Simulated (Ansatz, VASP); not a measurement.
One calculation of AlBiO4, two programs

```
Al Bi O
1.0
     4.61768    0.00000    0.00000
    -2.30884    3.99903    0.00000
     0.00000    0.00000    5.44843
Al Bi O
1 1 4
Direct
  0.00000 0.00000 0.00000
  0.00000 0.00000 0.50000
  0.00000 0.00000 0.75690
  0.00000 0.00000 0.24310
  0.33333 0.66667 0.00000
  0.66667 0.33333 0.00000
```

Alike in both runs: task single point; functional PBE; k mesh 6 × 6 × 4; occupations gaussian, width 0.1 eV; no spin polarisation.

```csv
,VASP,Ansatz
version,VASP 6.6.1,Ansatz 0.2.0
potentials or method,"VASP PAW PBE potentials, release 64 (Al, Bi_d, O), cutoff 520 eV","scalar-relativistic, plane waves, PAW"
valence electrons in the cell,42,42
```

Ansatz gave:

- gap on the k mesh at the Fermi level (eV): none
- rms of the force components (eV/Å): 10.484

Question: Which values does VASP return?

Answer: gap on the k mesh at the Fermi level (eV): none; rms of the force components (eV/Å): 7.508.

Atom by atom the forces differ by 2.976 eV/Å (rms over components). A gap of «none» marks a metal or a gap that the smearing closes.

Neither program's run includes spin-orbit coupling.
